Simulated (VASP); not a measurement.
Write the native input for VASP 6.6.1 that does the following.

```
Task                   : single point
Functional             : PBE
Potentials or basis    : VASP PAW PBE potentials, release 64 (Sb)
Cutoff                 : 500 eV
k mesh                 : 12 × 12 × 12
Occupations            : gaussian, width 0.1 eV
Spin                   : no spin polarisation
Dipole correction      : no
Further INCAR settings : ALGO = Normal; EDIFF = 1e-06; NBANDS = 12
```

The structure of Sb lies in POSCAR:

```
Sb
1.0
    2.1880121828      1.2632494227      3.8420025330
   -2.1880121828      1.2632494227      3.8420025330
    0.0000000000     -2.5264988455      3.8420025330
Sb
2
Direct
    0.2327533316      0.2327533316      0.2327533316
    0.7672466684      0.7672466684      0.7672466684
```

One way to write it, as run:

INCAR

```
ALGO = Normal
EDIFF = 1E-6
ENCUT = 500
GGA = PE
GGA_COMPAT = False
ISIF = 2
ISMEAR = 0
LASPH = True
LCHARG = False
LREAL = False
LWAVE = False
NBANDS = 12
NELM = 120
PREC = Accurate
SIGMA = 0.1
```

KPOINTS

```
k-points
0
Gamma
  12 12 12
```

Potentials or basis: VASP PAW PBE potentials, release 64 (Sb).

Run with:

```bash
$ cat potpaw_PBE.64/Sb/POTCAR > POTCAR
$ mpirun -np 1 vasp_std > vasp.out
```

Results of the run:

| Property | Result |
| --- | --- |
| Pressure | 0.0 GPa |
| Largest force | 0.036 eV/Å |
| Band gap on the k mesh | zero (band 5 reaches 6.60 eV, above the bottom of band 6 at 6.41 eV) |

Caveat: spin-orbit coupling is left out, which moves the levels of the heavy elements.

Run time: 2.8 min on 1 thread of Intel Xeon 8259CL (shared host), peak memory 0.28 GiB.
